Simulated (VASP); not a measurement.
Set up this calculation in VASP 6.6.1, as the native input.

| Quantity | Value |
| --- | --- |
| Task | relaxation of cell and atoms |
| Functional | PBE |
| Potentials or basis | VASP PAW PBE potentials, release 64 (V_sv) |
| Cutoff | 600 eV |
| k mesh | 18 × 18 × 18 |
| Occupations | fermi-dirac, width 0.1 eV |
| Spin | no spin polarisation |
| Target pressure | 69 GPa |
| Dipole correction | no |
| Further INCAR settings | ALGO = Normal; EDIFF = 1e-07; IBRION = 2; EDIFFG = -0.005; NSW = 32; ISIF = 3 |

The structure of V lies in POSCAR:

```
V
1.0
   -2.1119111971      2.1119111971      1.1997238068
    2.1119111971     -2.1119111971      1.1997238068
    2.1119111971      2.1119111971     -1.1997238068
V
2
Direct
   -0.3750000000     -0.1250000000     -0.2500000000
    0.3750000000      0.1250000000      0.2500000000
```

These files were run (other wordings do the same):

INCAR

```
ALGO = Normal
EDIFF = 1E-7
EDIFFG = -0.005
ENCUT = 600
GGA = PE
IBRION = 2
ISIF = 3
ISMEAR = -1
LASPH = True
LCHARG = False
LREAL = False
LWAVE = False
NELM = 80
NSW = 32
PREC = Accurate
PSTRESS = 690.0
SIGMA = 0.1
```

KPOINTS

```
k-points
0
Gamma
  18 18 18
```

Potentials or basis: VASP PAW PBE potentials, release 64 (V_sv).

Run with:

```bash
$ cat potpaw_PBE.64/V_sv/POTCAR > POTCAR
$ mpirun -np 1 vasp_std > vasp.out
```

Results of the run:

```yaml
Relaxed_volume: 10.75 Å³/atom
Relaxed_cell: a = 3.226 Å, b = 3.226 Å, c = 3.226 Å, α = 97.93°, β = 97.93°, γ = 136.38°
Space_group_after_relaxing_to_0.05_Å: I4_1/amd (No. 141)
Energy_change_on_relaxing_the_enthalpy_is_what_falls: -21.4 meV/atom
Ionic_steps: 6
Pressure_after_relaxing: 69.0 GPa
Band_gap_on_the_k_mesh: zero (band 13 reaches 14.02 eV, above the bottom of band 14 at 12.74 eV)
```

Caveat: the cell is relaxed towards a set pressure, so the enthalpy falls and the energy may rise.

It took 6.2 min on 1 thread of Intel(R) Xeon(R) Platinum 8559C (Emerald Rapids) (shared host), peak memory 0.32 GiB.
